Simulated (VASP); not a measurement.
Write the native input for VASP 6.6.1 that does the following.

```yaml
Task: single point
Functional: LDA
Potentials_or_basis: VASP PAW LDA potentials, release 64 (Y_sv, Zn)
Cutoff: 520 eV
k_mesh: 11 × 11 × 11
Occupations: fermi-dirac, width 0.05 eV
Spin: no spin polarisation
Dipole_correction: no
Further_INCAR_settings: ALGO = Normal; EDIFF = 1e-07; NBANDS = 18
```

The structure of YZn lies in POSCAR:

```
YZn
1.0
    0.0000000000      2.9629870000      2.9629870000
    2.9629870000      0.0000000000      2.9629870000
    2.9629870000      2.9629870000      0.0000000000
Y Zn
1 1
Direct
    0.0000000000      0.0000000000      0.0000000000
    0.5000000000      0.5000000000      0.5000000000
```

These files were run (other wordings do the same):

INCAR

```
SYSTEM = YZn
PREC = Accurate
ENCUT = 520
EDIFF = 1E-7
ISMEAR = -1
SIGMA = 0.05
LREAL = .FALSE.
LASPH = .TRUE.
NELM = 60
ALGO = Normal
ISIF = 2
LWAVE = .FALSE.
LCHARG = .TRUE.
LELF = .TRUE.
LVHAR = .TRUE.
NBANDS = 18
```

KPOINTS

```
regular mesh
0
G
  11 11 11
  0 0 0
```

Potentials or basis: VASP PAW LDA potentials, release 64 (Y_sv, Zn).

Command:

```sh
$ cat potpaw_LDA.64/Y_sv/POTCAR potpaw_LDA.64/Zn/POTCAR > POTCAR
$ mpirun -np 1 vasp_std > vasp.out
```

It gave:

| Property | Result |
| --- | --- |
| Pressure | -4.4 GPa |
| Band gap on the k mesh | zero (an odd number of electrons rules out a gap without spin polarisation) |

Caveat: the cell stands under tension.

It took 74 s on 1 thread of Intel Xeon 8259CL, on a shared host, peak memory 0.2 GiB.
